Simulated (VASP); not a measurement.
# P (R-3m) in VASP: notebook, part 2 of 2

VASP 6.6.1.

## (3) Relaxation of cell and atoms, PBE+D3(BJ)

This run uses another cell than the first one, of 16.14 Å³/atom.

The input, INCAR:

```
PREC = Accurate
ENCUT = 600
EDIFF = 1E-7
ISMEAR = 0
SIGMA = 0.1
LREAL = False
LASPH = True
NELM = 80
ALGO = Normal
ISIF = 3
LWAVE = False
LCHARG = False
GGA = PE
IVDW = 12
IBRION = 2
NSW = 100
EDIFFG = -0.005
```

The input, KPOINTS:

```
regular mesh
0
Gamma
  15 15 15
```

The input, POSCAR:

```
P
1.0
    1.7257251780      0.9963478961      3.1296800121
   -1.7257251780      0.9963478961      3.1296800121
    0.0000000000     -1.9926957921      3.1296800121
P
2
Direct
    0.2270802500      0.2270802500      0.2270802500
    0.7729197500      0.7729197500      0.7729197500
```

Potentials or basis: VASP PAW PBE potentials, release 64 (P).

Started as:

```console
> cat potpaw_PBE.64/P/POTCAR > POTCAR
> mpirun -np 1 vasp_std > vasp.out
```

It took 34 min on 1 thread of Intel Xeon 8259CL, shared host; peak memory 0.27 GiB.

Results (log left out):

* Free energy: -11.5680 eV
* Relaxed volume: 14.80 Å³/atom
* Relaxed cell: a = 3.523 Å, b = 3.523 Å, c = 3.523 Å, α = 58.17°, β = 58.17°, γ = 58.17°
* Space group after relaxing (to 0.1 Å): R-3m (No. 166)
* Energy gained by relaxing: 23.2 meV/atom
* Ionic steps: 13
* Pressure after relaxing: 0.0 GPa
* Band gap on the k mesh: zero (bands 5 and 6 overlap by 1.44 eV)
* Dispersion energy per atom: -0.477 eV

Step by step:
```csv
step,energy change (eV),largest force (eV/Å),pressure (GPa),volume (Å³)
1,0.0000,0.2381,-2.92,32.29
2,-0.0203,0.3399,0.10,30.93
3,-0.0219,0.3730,1.22,30.49
4,-0.0363,0.1165,0.50,30.14
5,-0.0421,0.1183,-0.31,29.73
6,-0.0458,0.0472,0.24,29.49
7,-0.0461,0.0229,0.42,29.41
8,-0.0463,0.0396,-0.20,29.59
9,-0.0464,0.0362,-0.07,29.55
10,-0.0465,0.0083,0.02,29.56
11,-0.0465,0.0020,0.04,29.56
12,-0.0465,0.0014,0.00,29.59
13,-0.0465,0.0009,-0.03,29.61
```

Final structure:
```cif
data_structure
_symmetry_space_group_name_H-M 'P 1'
_symmetry_Int_Tables_number 1
_cell_length_a 3.5226
_cell_length_b 3.5226
_cell_length_c 3.5226
_cell_angle_alpha 58.167
_cell_angle_beta 58.167
_cell_angle_gamma 58.167
_cell_volume 29.61
loop_
_atom_site_label
_atom_site_type_symbol
_atom_site_fract_x
_atom_site_fract_y
_atom_site_fract_z
_atom_site_occupancy
P1 P 0.23361 0.23361 0.23361 1
P2 P 0.76640 0.76640 0.76640 1
```

Levels at points of the mesh, in eV from the Fermi level:
```
           k point  band 3  band 4  band 5  band 6  band 7  band 8
(0.00, 0.00, 0.00)   -2.76   -2.76   -2.35    2.27    3.33    3.33
```

## (4) Relaxation of shape and atoms at fixed volume, PBE+D3(BJ) (16.28 Å³/atom)

This run uses another cell than the first one, of 16.28 Å³/atom.

The input, INCAR:

```
SYSTEM = P
PREC     = Accurate       ! precision mode
ENCUT    = 600            ! plane-wave cutoff, eV
EDIFF    = 1E-6           ! SCF threshold, eV
ISMEAR   = 0              ! smearing method
SIGMA    = 0.1            ! smearing width, eV
LREAL    = .False.        ! projectors in reciprocal space
LASPH    = .True.         ! aspherical terms in the spheres
NELM     = 60             ! most SCF steps
ALGO     = Normal         ! electronic algorithm
ISIF     = 4              ! what is computed and relaxed
LWAVE    = .False.        ! write WAVECAR
LCHARG   = .False.        ! write CHGCAR
GGA      = PE             ! functional
IVDW     = 12             ! dispersion correction
IBRION   = 2              ! ionic algorithm
NSW      = 50             ! ionic steps
EDIFFG   = -0.01          ! ionic threshold
```

The input, KPOINTS:

```
regular mesh
0
Gamma
  15 15 15
  0 0 0
```

The input, POSCAR:

```
P
1.0
    1.7545530639      1.0129916839      3.0538527360
   -1.7545530639      1.0129916839      3.0538527360
    0.0000000000     -2.0259833675      3.0538527361
P
2
Direct
    0.2306829327      0.2306829327      0.2306829327
    0.7693170673      0.7693170673      0.7693170673
```

Potentials or basis: VASP PAW PBE potentials, release 64 (P).

Started as:

```console
> cat potpaw_PBE.64/P/POTCAR > POTCAR
> mpirun -np 1 vasp_std > vasp.out
```

OUTCAR:

```text
SYSTEM = P
   PREC = Accurate
   ENCUT = 600
   EDIFF = 1E-6
   ISMEAR = 0
   LREAL = .False.
   LASPH = .True.
   NELM = 60
   ISIF = 4
   GGA = PE
   IVDW = 12
   IBRION = 2
   NSW = 50
   EDIFFG = -0.01
 IVDW          = 12

 ion  position               nearest neighbor table
   1  0.231  0.231  0.231-   2 2.34   2 2.34   2 2.34   2 2.76   2 2.76   2 2.76
   2  0.769  0.769  0.769-   1 2.34   1 2.34   1 2.34   1 2.76   1 2.76   1 2.76

  LATTYP: Found a trigonal (rhomboedric) cell.
 ALAT       =     3.6647817314
 COS(alpha) =     0.5415765949

  Lattice vectors:

 A1 = (   1.7545530639,   1.0129916839,   3.0538527360)
 A2 = (  -1.7545530639,   1.0129916839,   3.0538527360)
 A3 = (   0.0000000000,  -2.0259833675,   3.0538527361)

Analysis of symmetry for initial positions (statically):
[... 338 lines left out ...]
  ---------------------------------------------------
  ext. energy  EPLUGINS =         0.00000000
  ---------------------------------------------------
  free energy    TOTEN  =       -10.65155385 eV

  energy without entropy =      -10.65008903  energy(sigma->0) =      -10.65082144

 E-fermi :   8.8287     XC(G=0): -10.7221

 val. band max:        8.8209911607   @ k =   0.4667   0.4667   0.4667
 cond. band min:       8.8307453705   @ k =  -0.4667   0.4667   0.4000
 fundamental gap:      0.0097542097
 Fermi energy:         8.8287281675

 k-point     1 :       0.0000    0.0000    0.0000
  band No.  band energies     occupation
      1      -7.5342      2.00000
      2       5.2719      2.00000
      3       5.8474      2.00000
      4       5.9471      2.00000
      5       5.9471      2.00000
      6      10.2850      0.00000
      7      11.5529      0.00000
      8      11.5529      0.00000
      9      14.5110      0.00000
[... 265 lines left out ...]
 k-point    24 :       0.2000    0.1333    0.0000
  band No.  band energies     occupation
      1      -6.9312      2.00000
      2       2.5501      2.00000
      3       4.6655      2.00000
      4       5.1374      2.00000
      5       7.8137      2.00000
      6      10.0133      0.00000
      7      10.8855      0.00000
      8      12.3840      0.00000
      9      13.5108      0.00000

 [... further k-points ...]

------------------------ aborting loop because EDIFF is reached ----------------------------------------

 Edisp (eV)   -0.86746

 E8    (eV) :    -0.3289
[... 25 lines left out ...]
  FREE ENERGIE OF THE ION-ELECTRON SYSTEM (eV)
  ---------------------------------------------------
  free  energy   TOTEN  =       -11.5190126040 eV

  energy  without entropy=      -11.5175477876  energy(sigma->0) =      -11.51828020

 reached required accuracy - stopping structural energy minimisation
```

CONTCAR:

```text
P
   1.00000000000000
     1.7422780412573842    1.0059046962637330    3.0970354688313453
    -1.7422780412573842    1.0059046962637330    3.0970354688313453
     0.0000000000000000   -2.0118093922230691    3.0970354689306046
  P
     2
Direct
     0.2283884149638812    0.2283884149638812    0.2283884149638812
     0.7716115850361188    0.7716115850361188    0.7716115850361188

  0.00000000E+00  0.00000000E+00  0.00000000E+00
  0.00000000E+00  0.00000000E+00  0.00000000E+00
```

Run time: 6.6 min. Hardware: 1 thread of Intel Xeon 8259CL, shared host; peak memory 0.26 GiB.

What came out:

```
Free energy                : -11.5190 eV
Energy gained by relaxing  : 3.8 meV/atom
Ionic steps                : 5
Pressure after relaxing    : -4.8 GPa
Band gap on the k mesh     : zero (bands 5 and 6 overlap by 0.73 eV)
Dispersion energy per atom : -0.434 eV
```

Forces on the atoms (eV/Å):
```
P    0.000  0.000  0.002
P    0.000  0.000 -0.002
```

Step by step:
```tsv
step	energy change (eV)	largest force (eV/Å)	pressure (GPa)	volume (Å³)
1	0.0000	0.2780	-6.56	32.57
2	-0.0057	0.0804	-5.66	32.57
3	-0.0066	0.0333	-5.16	32.57
4	-0.0075	0.0117	-4.96	32.57
5	-0.0077	0.0023	-4.85	32.57
```

Final structure:
```
CELL_PARAMETERS angstrom
1.74228 1.00590 3.09704
-1.74228 1.00590 3.09704
0.00000 -2.01181 3.09704
ATOMIC_POSITIONS crystal
P 0.22839 0.22839 0.22839
P 0.77161 0.77161 0.77161
```

## (5) Overview

| task | cell | gap on the mesh (eV) | pressure (GPa) |
| --- | --- | --- | --- |
| relaxation of shape and atoms at fixed volume | relaxed from a = 3.604 Å, angles 57.7°, 2 atoms, atomic positions A | none | -3.2 |
| relaxation of cell and atoms | relaxed from a = 3.710 Å, angles 55.4°, 2 atoms, atomic positions B | none | 0.0 |
| relaxation of shape and atoms at fixed volume | relaxed from a = 3.665 Å, angles 57.2°, 2 atoms, atomic positions C | none | -4.8 |

Alike in all rows: level PBE+D3(BJ); potentials or basis VASP PAW PBE potentials, release 64 (P); no spin polarisation; k mesh 15 × 15 × 15; cutoff (eV) 600; smearing gaussian 0.1 eV.

Absolute energies hang on the potentials; compare differences alone.

The gap in the log of VASP goes by the Fermi energy; the results here count the filled bands.